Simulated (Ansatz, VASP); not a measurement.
TiO in VASP and in Ansatz

POSCAR

```
TiO
1.0
    0.0000000000      2.2315829953      2.2315829953
    2.2315829953      0.0000000000      2.2315829953
    2.2315829953      2.2315829953      0.0000000000
Ti O
1 1
Direct
    0.0000000000      0.0000000000      0.0000000000
    0.2500000000      0.2500000000      0.2500000000
```

The input INCAR.step1:

```
PREC = Accurate
ENCUT = 1480
ISMEAR = 0
SIGMA = 0.1
LREAL = F
LASPH = T
NELM = 200
ISPIN = 2
MAGMOM = 1 0
LMAXMIX = 4
NBANDS = 20
GGA = PE
ALGO = Normal
EDIFF = 1E-5
LWAVE = T
LCHARG = F
GGA_COMPAT = F
```

The input INCAR.step2:

```
PREC = Accurate
ENCUT = 1480
EDIFF = 1E-6
ISMEAR = 0
SIGMA = 0.1
LREAL = F
LASPH = T
NELM = 200
ALGO = Normal
ISIF = 2
LWAVE = F
LCHARG = T
ISPIN = 2
MAGMOM = 1 0
LORBIT = 11
LMAXMIX = 4
METAGGA = R2SCAN
LMIXTAU = T
LELF = T
LVHAR = T
NBANDS = 20
ISTART = 1
GGA_COMPAT = F
```

The input KPOINTS:

```
Automatic mesh
0
Gamma
  8 8 8
```

Input for Ansatz:

```yaml
crystal:
  lattice:
    - [0.0, 2.2315829953, 2.2315829953]
    - [2.2315829953, 0.0, 2.2315829953]
    - [2.2315829953, 2.2315829953, 0.0]
  atoms:
    - { symbol: Ti, position: [0.0, 0.0, 0.0], spin: 1.0 }
    - { symbol: O, position: [0.25, 0.25, 0.25] }
basis:
  ecutwfc: 500
kpoints:
  mp_grid: { grid: [8, 8, 8] }
hamiltonian:
  xc: r2scan
scf:
  occupations: { method: gaussian, width: 0.1 }
  lower_state_search: "off"
output:
  forces: true
  stress: true
  eigenvalues: true
  populations: true
magnetization:
  spin_polarized: true
```

Alike in both runs: task single point; functional r2SCAN; k mesh 8 × 8 × 8; occupations gaussian, width 0.1 eV; collinear spin.

|  | VASP | Ansatz |
| --- | --- | --- |
| version | VASP 6.6.1 | Ansatz 0.2.0 |
| potentials or method | VASP PAW PBE potentials, release 64 (Ti_sv, O_h), cutoff 1480 eV | scalar-relativistic, plane waves, PAW |
| valence electrons in the cell | 18 | 18 |

Ansatz gave:

| Quantity | Value |
| --- | --- |
| gap on the k mesh at the Fermi level (eV) | none |
| pressure (GPa) | 22.0 |
| net moment per atom (μB) | 0.10 |
| size of the moment on the site where the two differ most (μB) | 0.13 |

Task: What did VASP give for the same quantities?

Result: gap on the k mesh at the Fermi level (eV): none; pressure (GPa): 23.6; net moment per atom (μB): 0.09; size of the moment on the site where the two differ most (μB): 0.17.

VASP's potentials were made for PBE, not for r2SCAN. Site moments also hang on the region over which each program counts them. A gap of «none» marks a metal or a gap that the smearing closes. With one functional, cell and mesh, what is left measures potentials, basis and numerics. Ansatz's warnings: stability check not made.
